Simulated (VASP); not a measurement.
Wanted: the native input for a VASP 6.6.1 run.

| Quantity | Value |
| --- | --- |
| Task | single point |
| Functional | PBE |
| Potentials or basis | VASP PAW PBE potentials, release 64 (Ga_d, N) |
| Cutoff | 600 eV |
| k mesh | 5 × 5 × 5 |
| Occupations | gaussian, width 0.01 eV |
| Spin | no spin polarisation |
| Dipole correction | no |
| Further INCAR settings | ALGO = Normal; EDIFF = 1e-06; NBANDS = 16 |

The structure of GaN lies in POSCAR:

```
GaN
1.0
    0.0000000000      2.2535000000      2.2535000000
    2.2535000000      0.0000000000      2.2535000000
    2.2535000000      2.2535000000      0.0000000000
Ga N
1 1
Direct
   -0.0000501879      0.0010273986      0.0015841636
    0.7502498291      0.7448858337      0.7421143604
```

These files were run (other wordings do the same):

INCAR

```
ALGO = Normal
EDIFF = 1E-6
ENCUT = 600
GGA = PE
GGA_COMPAT = F
ISIF = 2
ISMEAR = 0
LASPH = T
LCHARG = F
LREAL = F
LWAVE = F
NBANDS = 16
NELM = 120
PREC = Accurate
SIGMA = 0.01
```

KPOINTS

```
k-points
0
Gamma
  5 5 5
```

Potentials or basis: VASP PAW PBE potentials, release 64 (Ga_d, N).

Launch:

```console
$ cat potpaw_PBE.64/Ga_d/POTCAR potpaw_PBE.64/N/POTCAR > POTCAR
$ mpirun -np 1 vasp_std > vasp.out
```

Results of the run:

```json
{"Pressure": "5.0 GPa", "Largest force": "0.492 eV/Å", "Band gap on the k mesh": "1.63 eV, direct"}
```

Caveat: the k points lie up to 0.48 Å⁻¹ apart.

Wall time 28 s on 1 thread of Intel(R) Xeon(R) Platinum 8259CL CPU @ 2.50GHz (Skylake/Cascade Lake), with other jobs on the host, peak memory 0.17 GiB.
